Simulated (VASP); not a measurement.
# Ru in VASP: further runs, part 2 of 2

VASP 6.6.1. The steps go on from the part before.

### 4 Single point, PBEsol

INCAR reads:

```
SYSTEM = Ru
  ALGO = Fast
  EDIFF = 1E-7
  ENCUT = 520
  GGA = PS
  ISIF = 2
  ISMEAR = 0
  ISYM = 0
  LASPH = .True.
  LCHARG = .False.
  LREAL = .False.
  LWAVE = .False.
  NBANDS = 13
  NELM = 60
  PREC = Accurate
  SIGMA = 0.1
```

KPOINTS reads:

```
k-points
0
Gamma
  15 15 16
  0 0 0
```

POSCAR reads:

```
Ru
1.0
    2.7013756845     -0.0000000197      0.0004296895
   -1.3506878594      2.3394599976      0.0000000000
    1.3510283608      0.7800165878      2.1636761133
Ru
1
Direct
    0.0000000000      0.0000000000      0.0000000000
```

Potentials or basis: VASP PAW PBE potentials, release 64 (Ru_pv).

Launch:

```sh
$ cat potpaw_PBE.64/Ru_pv/POTCAR > POTCAR
$ mpirun -np 1 vasp_std > vasp.out
```

OUTCAR:

```text
SYSTEM = Ru
   EDIFF = 1E-7
   ENCUT = 520
   GGA = PS
   ISIF = 2
   ISMEAR = 0
   ISYM = 0
   LASPH = .True.
   LREAL = .False.
   NELM = 60
   PREC = Accurate

 ion  position               nearest neighbor table
   1  0.000  0.000  0.000-

IMPORTANT INFORMATION: All symmetrisations will be switched off!
NOSYMM: (Re-)initialisation of all symmetry stuff for point group C_1.

----------------------------------------------------------------------------------------

                                     Primitive cell

  volume of cell :      13.6721

  direct lattice vectors                    reciprocal lattice vectors
     2.701375684 -0.000000020  0.000429689     0.370230789  0.213752845 -0.308236088
    -1.350687859  2.339459998  0.000000000     0.000024518  0.427463225 -0.154118044
     1.351028361  0.780016588  2.163676113    -0.000073525 -0.000042450  0.462237596

  length of vectors
     2.701375719  2.701375719  2.667432817     0.527039469  0.454397602  0.462237604

  position of ions in fractional coordinates (direct lattice)
     0.000000000  0.000000000  0.000000000

  ion indices of the primitive-cell ions
   primitive index   ion index
                 1           1

----------------------------------------------------------------------------------------

 KPOINTS: k-points

Automatic generation of k-mesh.
 Grid dimensions read from file:
 generate k-points for:   15   15   16

 Generating k-lattice:

  Cartesian coordinates                     Fractional coordinates (reciprocal lattice)
     0.024682053  0.014250190 -0.020549073     0.066666667 -0.000000000  0.000000000
     0.000001635  0.028497548 -0.010274536    -0.000000000  0.066666667 -0.000000000
    -0.000004595 -0.000002653  0.028889850     0.000000000  0.000000000  0.062500000

  Length of vectors
     0.035135965  0.030293173  0.028889850

  Shift w.r.t. Gamma in fractional coordinates (k-lattice)
     0.000000000  0.000000000  0.000000000

 Subroutine IBZKPT returns following result:
 ===========================================

 Found   1801 irreducible k-points:

 Following reciprocal coordinates:
            Coordinates               Weight
  0.000000  0.000000  0.000000      1.000000
  0.066667  0.000000 -0.000000      2.000000
  0.133333  0.000000 -0.000000      2.000000
  0.200000  0.000000 -0.000000      2.000000
  0.266667  0.000000 -0.000000      2.000000
  0.333333  0.000000 -0.000000      2.000000
[... 16 lines left out ...]
  0.466667  0.066667  0.000000      2.000000
  0.000000  0.133333 -0.000000      2.000000
 [... further k-points ...]
   k-points           NKPTS =   1801   k-points in BZ     NKDIM =   1801   number of bands    NBANDS=     13
   number of dos      NEDOS =    301   number of ions     NIONS =      1
   total plane-waves  NPLWV =   8000
   dimension x,y,z NGX =    20 NGY =   20 NGZ =   20
   dimension x,y,z NGXF=    40 NGYF=   40 NGZF=   40
   ions per type =               1
   NGX,Y,Z   is equivalent  to a cutoff of  12.31, 12.31, 12.46 a.u.
   NGXF,Y,Z  is equivalent  to a cutoff of  24.62, 24.62, 24.93 a.u.
 SYSTEM =  Ru
   PREC   = accura    normal or accurate (medium, high low for compatibility)
   ISTART =      0    job   : 0-new  1-cont  2-samecut
   ICHARG =      2    charge: 1-file 2-atom 10-const
   ISPIN  =      1    spin polarized calculation?
   LNONCOLLINEAR =      F non collinear calculations
   LSORBIT =      F    spin-orbit coupling
   LASPH  =      T    aspherical Exc in radial PAW
   ENCUT  =  520.0 eV  38.22 Ry    6.18 a.u.   5.02  5.02  4.96*2*pi/ulx,y,z
   NELM   =     60;   NELMIN=  2; NELMDL= -5     # of ELM steps
   EDIFF  = 0.1E-06   stopping-criterion for ELM
   LREAL  =      F    real-space projection
   EDIFFG = 0.1E-05   stopping-criterion for IOM
   NSW    =      0    number of steps for IOM
   IBRION =     -1    ionic relax: 0-MD 1-quasi-New 2-CG
   NFREE  =      0    steps in history (QN), initial steepest desc. (CG)
   ISIF   =      2    stress and relaxation
   ISYM   =      0    0-nonsym 1-usesym 2-fastsym
   POTIM  = 0.5000    time-step for ionic-motion
   TEBEG  =    0.0;   TEEND  =   0.0 temperature during run
   PSTRESS=    0.0 pullay stress
   NELECT =      14.0000    total number of electrons
   NUPDOWN=      -1.0000    fix difference up-down
   EMIN   =  10.00;   EMAX   =-10.00  energy-range for DOS
   EFERMI =   0.00;   METHOD = LEGACY
   ISMEAR =     0;   SIGMA  =   0.10  broadening in eV -4-tet -1-fermi 0-gaus
   EFERMI_NEDOS =   21; number of points for ismear=-14 and -15
   IALGO  =     68    algorithm
   IMIX   =      4    mixing-type and parameters
     AMIX     =   0.40;   BMIX     =  1.00
     AMIX_MAG =   1.60;   BMIX_MAG =  1.00
  volume/ion in A,a.u.               =      13.67        92.26
  Fermi-wavevector in a.u.,A,eV,Ry     =   1.650083  3.118204 37.045578  2.722773
  Thomas-Fermi vector in A             =   2.739093
   LORBIT       =      0    0 simple, 1 ext, 2 COOP (PROOUT), +10 PAW based schemes
   GGA     = PS    functional components
   LHFCALC =     F    Hartree Fock is set to
   AEXX    =    0.0000 exact exchange contribution
   IVDW    =     0    specifies the selected vdW correction
   LEPSILON=     F    determine dielectric tensor
   LRPA    =     F    only Hartree local field effects (RPA)
 non-spin polarized calculation
 RMM-DIIS sequential band-by-band and
 Gauss-broadening in eV      SIGMA  =   0.10
  energy-cutoff  :      520.00
  volume of cell :       13.67
 maximum number of plane-waves:       379
   NGX =  9   NGY =  9   NGZ =  9

 number of electron      14.0000003 magnetization

 Free energy of the ion-electron system (eV)
  ---------------------------------------------------
  ext. energy  EPLUGINS =         0.00000000
  ---------------------------------------------------
  free energy    TOTEN  =       -10.04637813 eV

  energy without entropy =      -10.04135539  energy(sigma->0) =      -10.04386676

 E-fermi :  12.4890     XC(G=0): -14.2364

 val. band max:       12.4870359932   @ k =  -0.0000   0.1333   0.0625
 cond. band min:      12.4904601551   @ k =   0.0000   0.1333  -0.0625
 fundamental gap:      0.0034241619
 Fermi energy:        12.4889726693

 k-point     1 :       0.0000    0.0000    0.0000
  band No.  band energies     occupation
      1     -29.8991      2.00000
      2     -29.8957      2.00000
      3     -29.8676      2.00000
      4       4.5434      2.00000
      5       9.8190      2.00000
      6       9.8234      2.00000
      7      10.1112      2.00000
      8      12.3695      1.90891
      9      12.3745      1.89448
     10      22.8889      0.00000
     11      27.5066      0.00000
     12      33.0038      0.00000
     13      33.0074      0.00000

 k-point     2 :       0.0667    0.0000   -0.0000
  band No.  band energies     occupation
      1     -29.9370      2.00000
      2     -29.9128      2.00000
      3     -29.8927      2.00000
      4       4.7955      2.00000
      5       9.6899      2.00000
      6       9.9654      2.00000
      7      10.1852      2.00000
      8      12.1638      2.00000
      9      12.4382      1.52691
     10      22.8888      0.00000
     11      27.9324      0.00000
     12      32.4889      0.00000
     13      33.1197      0.00000

 k-point     3 :       0.1333    0.0000   -0.0000
  band No.  band energies     occupation
      1     -30.0624      2.00000
      2     -29.9611      2.00000
      3     -29.9430      2.00000
      4       5.4992      2.00000
      5       9.2109      2.00000
      6      10.3856      2.00000
      7      10.5613      2.00000
      8      11.6261      2.00000
      9      12.6365      0.03693
     10      22.8887      0.00000
     11      29.1183      0.00000
     12      31.5801      0.00000
     13      33.2650      0.00000
[... 305 lines left out ...]
 k-point    23 :       0.4667    0.0667    0.0000
  band No.  band energies     occupation
      1     -30.8605      2.00000
      2     -30.3038      2.00000
      3     -30.2460      2.00000
      4       6.2192      2.00000
      5       6.6969      2.00000
      6      13.8884      0.00000
      7      14.0692      0.00000
      8      14.6721      0.00000
      9      17.0124      0.00000
     10      22.8841      0.00000
     11      25.0583      0.00000
     12      26.1692      0.00000
     13      26.3657      0.00000

 k-point    24 :       0.0000    0.1333   -0.0000
  band No.  band energies     occupation
      1     -30.0713      2.00000
      2     -29.9196      2.00000
      3     -29.8960      2.00000
      4       5.2509      2.00000
      5       9.5459      2.00000
      6      10.0568      2.00000
      7      10.3537      2.00000
      8      12.2424      1.99951
      9      12.2492      1.99930
     10      22.8887      0.00000
     11      28.6231      0.00000
     12      30.5343      0.00000
     13      34.2195      0.00000

 [... further k-points ...]

------------------------ aborting loop because EDIFF is reached ----------------------------------------

  FORCE on cell =-STRESS in cart. coord.  units (eV):
  Direction    XX          YY          ZZ          XY          YZ          ZX
  --------------------------------------------------------------------------------------
  -------------------------------------------------------------------------------------
  Total       -0.9022457     -0.8847387     -0.0061776     -0.0151642     -0.0001039     -0.0001804
  in kB     -105.7304431   -103.6788741     -0.7239224     -1.7770273     -0.0121768     -0.0211440
  external PRESSURE =     -70.0444132 kB  Pullay stress =       0.0000000 kB

 VOLUME and BASIS-vectors are now :
 -----------------------------------------------------------------------------
  energy-cutoff  :      520.00
  volume of cell :       13.67
      direct lattice vectors                 reciprocal lattice vectors
     2.701375684 -0.000000020  0.000429689     0.370230789  0.213752845 -0.308236088
    -1.350687859  2.339459998  0.000000000     0.000024518  0.427463225 -0.154118044
     1.351028361  0.780016588  2.163676113    -0.000073525 -0.000042450  0.462237596

 POSITION                                       TOTAL-FORCE (eV/Angst)
 -----------------------------------------------------------------------------------
      0.00000      0.00000      0.00000         0.000000     -0.000000      0.000000
 -----------------------------------------------------------------------------------
    total drift:                                0.000000     -0.000000      0.000000

  FREE ENERGIE OF THE ION-ELECTRON SYSTEM (eV)
  ---------------------------------------------------
  free  energy   TOTEN  =       -10.0463781268 eV

  energy  without entropy=      -10.0413553910  energy(sigma->0) =      -10.04386676
```

Wall time 3.7 min (1 thread of AMD EPYC 7R13 (Zen 3), shared host); peak memory 0.35 GiB.

What came out:

| Quantity | Value |
| --- | --- |
| Free energy | -10.0464 eV |
| Pressure | -7.0 GPa |
| Band gap on the k mesh | zero (bands 7 and 8 overlap by 3.41 eV) |

Stress tensor (GPa, compression positive):
```
-10.57  -0.18   0.00
 -0.18 -10.37   0.00
  0.00   0.00  -0.07
```

Levels at points of the mesh, in eV from the Fermi level:
```tsv
k point	band 3	band 4	band 5	band 6	band 7	band 8	band 9	band 10	band 11	band 12
(0.00, 0.00, 0.00)	-42.36	-7.95	-2.67	-2.67	-2.38	-0.12	-0.11	10.40	15.02	20.51
(0.00, 0.00, 0.50)	-42.54	-6.06	-2.74	-2.74	1.18	1.79	1.80	10.21	10.46	14.47
```

Caveat: the cell stands under tension; the PAW data sets were made with another functional, which shifts forces and pressure a little.
